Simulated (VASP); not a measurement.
Here is a VASP 6.6.1 calculation.

INCAR

```
SYSTEM = MoS2
PREC = Accurate
ENCUT = 520
EDIFF = 1E-7
ISMEAR = 0
SIGMA = 0.15
LREAL = .False.
LASPH = .True.
NELM = 100
ALGO = Normal
ISIF = 2
LWAVE = .False.
LCHARG = .False.
GGA = PS
IVDW = 12
NBANDS = 20
```

KPOINTS

```
regular mesh
0
Gamma
  15 15 15
  0 0 0
```

File POSCAR:

```
MoS2
1.0
    1.5399048573      0.8890644839      5.7970502989
   -1.5399048573      0.8890644839      5.7970502989
    0.0000000000     -1.7781289678      5.7970502989
Mo S
1 2
Direct
    0.0231520296     -0.0231520296      0.0000000000
    0.7245827708      0.7938727658      0.7592277683
    0.2061272342      0.2754172292      0.2407722317
```

Potentials or basis: VASP PAW PBE potentials, release 64 (Mo_sv, S).

Run with:

```bash
$ cat potpaw_PBE.64/Mo_sv/POTCAR potpaw_PBE.64/S/POTCAR > POTCAR
$ mpirun -np 1 vasp_std > vasp.out
```

Problem. Estimate the band gap on the k mesh.

Solution. Zero (band 13 reaches 9.43 eV, above the bottom of band 14 at 8.96 eV).

Problem. Estimate the largest force.

Solution. 1.900 eV/Å.

Stress tensor (GPa, compression positive):
```
3.02 0.00 0.00
0.00 0.35 1.71
0.00 1.71 2.14
```

Caveat: the cell differs from its parent crystal (mode 4 frozen in at -0.107 Å and mode 5 at +0.000 Å (largest displacements)); the PAW data sets were made with another functional, which shifts forces and pressure a little; pairwise dispersion overbinds metals, which lowers pressure and volume.
